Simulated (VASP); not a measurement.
# InAs (Fm-3m) in VASP: single point with PBE

Aim: the single point of InAs with PBE.

All numbers are computed with VASP 6.6.1; they aren't measurements. Logs are shortened: lines on timing, memory, paths and dates and some standing lists are left out, and cuts for length are marked.

### Step 1. The cell of the first run

It takes space group Fm-3m (No. 225, cubic). The conventional cell has a = 5.467 Å, b = 5.467 Å, c = 5.467 Å, α = 90.00°, β = 90.00°, γ = 90.00°. Within 3.6 Å of In (site symmetry m-3m) lie 6 As at 2.73 Å. Within 3.6 Å of As (site symmetry m-3m) lie 6 In at 2.73 Å.

### Step 2. Single point, PBE (strain -0.050 along x and y, -0.050 along z)

INCAR reads:

```
SYSTEM = InAs
PREC = Accurate ; ENCUT = 520
EDIFF = 1E-6 ; ISMEAR = 0
SIGMA = 0.15 ; LREAL = .FALSE.
LASPH = .TRUE. ; NELM = 80
ALGO = Normal ; ISIF = 2
LWAVE = .FALSE. ; LCHARG = .FALSE.
GGA = PE ; NBANDS = 16
```

KPOINTS reads:

```
regular mesh
0
G
  14 14 14
  0 0 0
```

POSCAR reads:

```
InAs
1.0
    0.0000000000      2.7334388000      2.7334388000
    2.7334388000      0.0000000000      2.7334388000
    2.7334388000      2.7334388000      0.0000000000
In As
1 1
Direct
    0.5000000000      0.5000000000      0.5000000000
    0.0000000000      0.0000000000      0.0000000000
```

Potentials or basis: VASP PAW PBE potentials, release 64 (In_d, As).

Started as:

```
$ cat potpaw_PBE.64/In_d/POTCAR potpaw_PBE.64/As/POTCAR > POTCAR
$ mpirun -np 1 vasp_std > vasp.out
```

OUTCAR:

```text
SYSTEM = InAs
   PREC = Accurate
   ENCUT = 520
   EDIFF = 1E-6
   ISMEAR = 0
   LREAL = .FALSE.
   LASPH = .TRUE.
   NELM = 80
   ISIF = 2
   GGA = PE

 ion  position               nearest neighbor table
   1  0.500  0.500  0.500-   2 2.73   2 2.73   2 2.73   2 2.73   2 2.73   2 2.73
   2  0.000  0.000  0.000-   1 2.73   1 2.73   1 2.73   1 2.73   1 2.73   1 2.73

  LATTYP: Found a face centered cubic cell.
 ALAT       =     5.4668776000

  Lattice vectors:

 A1 = (   0.0000000000,   2.7334388000,   2.7334388000)
 A2 = (   2.7334388000,   0.0000000000,   2.7334388000)
 A3 = (   2.7334388000,   2.7334388000,   0.0000000000)

Analysis of symmetry for initial positions (statically):
=====================================================================
 Subroutine PRICEL returns:
 Original cell was already a primitive cell.

 Routine SETGRP: Setting up the symmetry group for a
 face centered cubic supercell.

 Subroutine GETGRP returns: Found 48 space group operations
 (whereof 48 operations were pure point group operations)
 out of a pool of 48 trial point group operations.

The static configuration has the point symmetry O_h .

Analysis of symmetry for dynamics (positions and initial velocities):
=====================================================================
 Subroutine PRICEL returns:
 Original cell was already a primitive cell.

 Routine SETGRP: Setting up the symmetry group for a
 face centered cubic supercell.

 Subroutine GETGRP returns: Found 48 space group operations
 (whereof 48 operations were pure point group operations)
 out of a pool of 48 trial point group operations.

The dynamic configuration has the point symmetry O_h .

 Subroutine INISYM returns: Found 48 space group operations
 (whereof 48 operations are pure point group operations),
 and found     1 'primitive' translations

----------------------------------------------------------------------------------------

                                     Primitive cell

  volume of cell :      40.8468

  direct lattice vectors                    reciprocal lattice vectors
     0.000000000  2.733438800  2.733438800    -0.182919771  0.182919771  0.182919771
     2.733438800  0.000000000  2.733438800     0.182919771 -0.182919771  0.182919771
     2.733438800  2.733438800  0.000000000     0.182919771  0.182919771 -0.182919771

  length of vectors
     3.865666223  3.865666223  3.865666223     0.316826338  0.316826338  0.316826338

  position of ions in fractional coordinates (direct lattice)
     0.500000000  0.500000000  0.500000000
     0.000000000  0.000000000  0.000000000

  ion indices of the primitive-cell ions
   primitive index   ion index
                 1           1
                 2           2

----------------------------------------------------------------------------------------

 KPOINTS: regular mesh

Automatic generation of k-mesh.
 Grid dimensions read from file:
 generate k-points for:   14   14   14

 Generating k-lattice:

  Cartesian coordinates                     Fractional coordinates (reciprocal lattice)
    -0.013065698  0.013065698  0.013065698     0.071428571  0.000000000  0.000000000
     0.013065698 -0.013065698  0.013065698     0.000000000  0.071428571  0.000000000
     0.013065698  0.013065698 -0.013065698     0.000000000  0.000000000  0.071428571

  Length of vectors
     0.022630453  0.022630453  0.022630453

  Shift w.r.t. Gamma in fractional coordinates (k-lattice)
     0.000000000  0.000000000  0.000000000

 Subroutine IBZKPT returns following result:
 ===========================================

 Found    104 irreducible k-points:

 Following reciprocal coordinates:
            Coordinates               Weight
  0.000000  0.000000  0.000000      1.000000
  0.071429  0.000000  0.000000      8.000000
  0.142857  0.000000  0.000000      8.000000
  0.214286  0.000000  0.000000      8.000000
  0.285714  0.000000  0.000000      8.000000
  0.357143  0.000000  0.000000      8.000000
[... 16 lines left out ...]
  0.214286  0.142857  0.000000     24.000000
  0.285714  0.142857  0.000000     24.000000
 [... further k-points ...]
   k-points           NKPTS =    104   k-points in BZ     NKDIM =    104   number of bands    NBANDS=     16
   number of dos      NEDOS =    301   number of ions     NIONS =      2
   total plane-waves  NPLWV =  27000
   dimension x,y,z NGX =    30 NGY =   30 NGZ =   30
   dimension x,y,z NGXF=    60 NGYF=   60 NGZF=   60
   ions per type =               1   1
   NGX,Y,Z   is equivalent  to a cutoff of  12.90, 12.90, 12.90 a.u.
   NGXF,Y,Z  is equivalent  to a cutoff of  25.80, 25.80, 25.80 a.u.
 SYSTEM =  InAs
   PREC   = accura    normal or accurate (medium, high low for compatibility)
   ISTART =      0    job   : 0-new  1-cont  2-samecut
   ICHARG =      2    charge: 1-file 2-atom 10-const
   ISPIN  =      1    spin polarized calculation?
   LNONCOLLINEAR =      F non collinear calculations
   LSORBIT =      F    spin-orbit coupling
   LASPH  =      T    aspherical Exc in radial PAW
   ENCUT  =  520.0 eV  38.22 Ry    6.18 a.u.   7.19  7.19  7.19*2*pi/ulx,y,z
   NELM   =     80;   NELMIN=  2; NELMDL= -5     # of ELM steps
   EDIFF  = 0.1E-05   stopping-criterion for ELM
   LREAL  =      F    real-space projection
   EDIFFG = 0.1E-04   stopping-criterion for IOM
   NSW    =      0    number of steps for IOM
   IBRION =     -1    ionic relax: 0-MD 1-quasi-New 2-CG
   NFREE  =      0    steps in history (QN), initial steepest desc. (CG)
   ISIF   =      2    stress and relaxation
   ISYM   =      2    0-nonsym 1-usesym 2-fastsym
   POTIM  = 0.5000    time-step for ionic-motion
   TEBEG  =    0.0;   TEEND  =   0.0 temperature during run
   PSTRESS=    0.0 pullay stress
   NELECT =      18.0000    total number of electrons
   NUPDOWN=      -1.0000    fix difference up-down
   EMIN   =  10.00;   EMAX   =-10.00  energy-range for DOS
   EFERMI =   0.00;   METHOD = LEGACY
   ISMEAR =     0;   SIGMA  =   0.15  broadening in eV -4-tet -1-fermi 0-gaus
   EFERMI_NEDOS =   21; number of points for ismear=-14 and -15
   IALGO  =     38    algorithm
   IMIX   =      4    mixing-type and parameters
     AMIX     =   0.40;   BMIX     =  1.00
     AMIX_MAG =   1.60;   BMIX_MAG =  1.00
  volume/ion in A,a.u.               =      20.42       137.82
  Fermi-wavevector in a.u.,A,eV,Ry     =   1.245794  2.354210 21.116286  1.552003
  Thomas-Fermi vector in A             =   2.380001
   LORBIT       =      0    0 simple, 1 ext, 2 COOP (PROOUT), +10 PAW based schemes
   GGA     = PE    functional components
   LHFCALC =     F    Hartree Fock is set to
   AEXX    =    0.0000 exact exchange contribution
   IVDW    =     0    specifies the selected vdW correction
   LEPSILON=     F    determine dielectric tensor
   LRPA    =     F    only Hartree local field effects (RPA)
 non-spin polarized calculation
 Gauss-broadening in eV      SIGMA  =   0.15
  energy-cutoff  :      520.00
  volume of cell :       40.85
 maximum number of plane-waves:      1119
 NGX is ok and might be reduce to    30
   NGX = 15   NGY = 15   NGZ = 15

 number of electron      17.9999999 magnetization

 Free energy of the ion-electron system (eV)
  ---------------------------------------------------
  ext. energy  EPLUGINS =         0.00000000
  ---------------------------------------------------
  free energy    TOTEN  =        -7.08213971 eV

  energy without entropy =       -7.07097877  energy(sigma->0) =       -7.07655924

 E-fermi :   7.7354     XC(G=0): -10.8159

 val. band max:        7.7225090403   @ k =   0.2857   0.2857   0.0000
 cond. band min:       7.7377610867   @ k =   0.3571   0.1429   0.0714
 fundamental gap:      0.0152520464
 Fermi energy:         7.7353776710

 k-point     1 :       0.0000    0.0000    0.0000
  band No.  band energies     occupation
      1      -6.8022      2.00000
      2      -6.8022      2.00000
      3      -6.7739      2.00000
      4      -6.7739      2.00000
      5      -6.7739      2.00000
      6      -5.4830      2.00000
[... 8 lines left out ...]
     15      16.0746      0.00000
     16      16.0746      0.00000

 k-point     2 :       0.0714    0.0000    0.0000
  band No.  band energies     occupation
      1      -6.8057      2.00000
      2      -6.8057      2.00000
      3      -6.7744      2.00000
      4      -6.7704      2.00000
      5      -6.7704      2.00000
      6      -5.4158      2.00000
[... 8 lines left out ...]
     15      15.7269      0.00000
     16      15.9870      0.00000

 k-point     3 :       0.1429    0.0000    0.0000
  band No.  band energies     occupation
      1      -6.8174      2.00000
      2      -6.8174      2.00000
      3      -6.7764      2.00000
      4      -6.7586      2.00000
      5      -6.7586      2.00000
      6      -5.2157      2.00000
[... 8 lines left out ...]
     15      15.8575      0.00000
     16      15.8575      0.00000

 k-point     4 :       0.2143    0.0000    0.0000
  band No.  band energies     occupation
      1      -6.8355      2.00000
      2      -6.8355      2.00000
      3      -6.7804      2.00000
      4      -6.7402      2.00000
      5      -6.7402      2.00000
      6      -4.8899      2.00000
[... 8 lines left out ...]
     15      16.4461      0.00000
     16      16.4461      0.00000

 k-point     5 :       0.2857    0.0000    0.0000
  band No.  band energies     occupation
      1      -6.8559      2.00000
      2      -6.8559      2.00000
      3      -6.7859      2.00000
      4      -6.7191      2.00000
      5      -6.7191      2.00000
      6      -4.4570      2.00000
[... 8 lines left out ...]
     15      17.2782      0.00000
     16      17.2782      0.00000

 k-point     6 :       0.3571    0.0000    0.0000
  band No.  band energies     occupation
      1      -6.8745      2.00000
      2      -6.8745      2.00000
      3      -6.7915      2.00000
      4      -6.6999      2.00000
      5      -6.6999      2.00000
      6      -3.9613      2.00000
[... 8 lines left out ...]
     15      18.2956      0.00000
     16      18.2956      0.00000

 k-point     7 :       0.4286    0.0000    0.0000
  band No.  band energies     occupation
      1      -6.8873      2.00000
      2      -6.8873      2.00000
      3      -6.7957      2.00000
      4      -6.6864      2.00000
      5      -6.6864      2.00000
      6      -3.5071      2.00000
[... 8 lines left out ...]
     15      19.4055      0.00000
     16      19.4055      0.00000

 k-point     8 :       0.5000    0.0000    0.0000
  band No.  band energies     occupation
      1      -6.8919      2.00000
      2      -6.8919      2.00000
      3      -6.7972      2.00000
      4      -6.6816      2.00000
      5      -6.6816      2.00000
      6      -3.3041      2.00000
[... 8 lines left out ...]
     15      20.1094      0.00000
     16      20.1094      0.00000

 k-point     9 :       0.0714    0.0714    0.0000
  band No.  band energies     occupation
      1      -6.8148      2.00000
      2      -6.7995      2.00000
      3      -6.7771      2.00000
      4      -6.7683      2.00000
      5      -6.7683      2.00000
      6      -5.3917      2.00000
[... 8 lines left out ...]
     15      16.5678      0.00000
     16      16.5678      0.00000
[... 172 lines left out ...]
 k-point    19 :      -0.2143    0.0714    0.0000
  band No.  band energies     occupation
      1      -6.8510      2.00000
      2      -6.8426      2.00000
      3      -6.7808      2.00000
      4      -6.7386      2.00000
      5      -6.7281      2.00000
      6      -4.6881      2.00000
[... 8 lines left out ...]
     15      16.1509      0.00000
     16      17.7925      0.00000

 k-point    20 :      -0.1429    0.0714    0.0000
  band No.  band energies     occupation
      1      -6.8324      2.00000
      2      -6.8216      2.00000
      3      -6.7778      2.00000
      4      -6.7559      2.00000
      5      -6.7463      2.00000
      6      -5.0562      2.00000
[... 8 lines left out ...]
     15      16.3520      0.00000
     16      16.9373      0.00000

 k-point    21 :      -0.0714    0.0714    0.0000
  band No.  band energies     occupation
      1      -6.8167      2.00000
      2      -6.8080      2.00000
      3      -6.7760      2.00000
      4      -6.7668      2.00000
      5      -6.7613      2.00000
      6      -5.3026      2.00000
[... 8 lines left out ...]
     15      16.2632      0.00000
     16      16.4076      0.00000

 k-point    22 :       0.1429    0.1429    0.0000
  band No.  band energies     occupation
      1      -6.8619      2.00000
      2      -6.7921      2.00000
      3      -6.7862      2.00000
      4      -6.7521      2.00000
      5      -6.7521      2.00000
      6      -5.1054      2.00000
[... 8 lines left out ...]
     15      17.6732      0.00000
     16      17.6732      0.00000

 k-point    23 :       0.2143    0.1429    0.0000
  band No.  band energies     occupation
      1      -6.8967      2.00000
      2      -6.7948      2.00000
      3      -6.7902      2.00000
      4      -6.7414      2.00000
      5      -6.7360      2.00000
      6      -4.8455      2.00000
[... 8 lines left out ...]
     15      17.8973      0.00000
     16      17.9475      0.00000

 k-point    24 :       0.2857    0.1429    0.0000
  band No.  band energies     occupation
      1      -6.9283      2.00000
      2      -6.8085      2.00000
      3      -6.7907      2.00000
      4      -6.7314      2.00000
      5      -6.7143      2.00000
      6      -4.4672      2.00000
[... 8 lines left out ...]
     15      18.1015      0.00000
     16      18.4493      0.00000

 [... further k-points ...]

------------------------ aborting loop because EDIFF is reached ----------------------------------------

  FORCE on cell =-STRESS in cart. coord.  units (eV):
  Direction    XX          YY          ZZ          XY          YZ          ZX
  --------------------------------------------------------------------------------------
  -------------------------------------------------------------------------------------
  Total        3.4652840      3.4652840      3.4652840      0.0000000      0.0000000      0.0000000
  in kB      135.9225025    135.9225025    135.9225025      0.0000000      0.0000000      0.0000000
  external PRESSURE =     135.9225025 kB  Pullay stress =       0.0000000 kB

 VOLUME and BASIS-vectors are now :
 -----------------------------------------------------------------------------
  energy-cutoff  :      520.00
  volume of cell :       40.85
      direct lattice vectors                 reciprocal lattice vectors
     0.000000000  2.733438800  2.733438800    -0.182919771  0.182919771  0.182919771
     2.733438800  0.000000000  2.733438800     0.182919771 -0.182919771  0.182919771
     2.733438800  2.733438800  0.000000000     0.182919771  0.182919771 -0.182919771

 POSITION                                       TOTAL-FORCE (eV/Angst)
 -----------------------------------------------------------------------------------
      2.73344      2.73344      2.73344         0.000000     -0.000000      0.000000
      0.00000      0.00000      0.00000        -0.000000      0.000000      0.000000
 -----------------------------------------------------------------------------------
    total drift:                                0.000000      0.000000      0.000000

  FREE ENERGIE OF THE ION-ELECTRON SYSTEM (eV)
  ---------------------------------------------------
  free  energy   TOTEN  =        -7.0821397108 eV

  energy  without entropy=       -7.0709787703  energy(sigma->0) =       -7.07655924
```

It took 90 s on 1 thread of Intel Xeon 8259CL, shared host; peak memory 0.22 GiB.

Results:

```
Free energy            : -7.0821 eV
Pressure               : 13.6 GPa
Band gap on the k mesh : zero (bands 9 and 10 overlap by 3.20 eV)
```

Caveat: the cell differs from its parent crystal (strain -0.050 along x and y, -0.050 along z); the cell stands under pressure; spin-orbit coupling is left out, which moves the levels of the heavy elements.
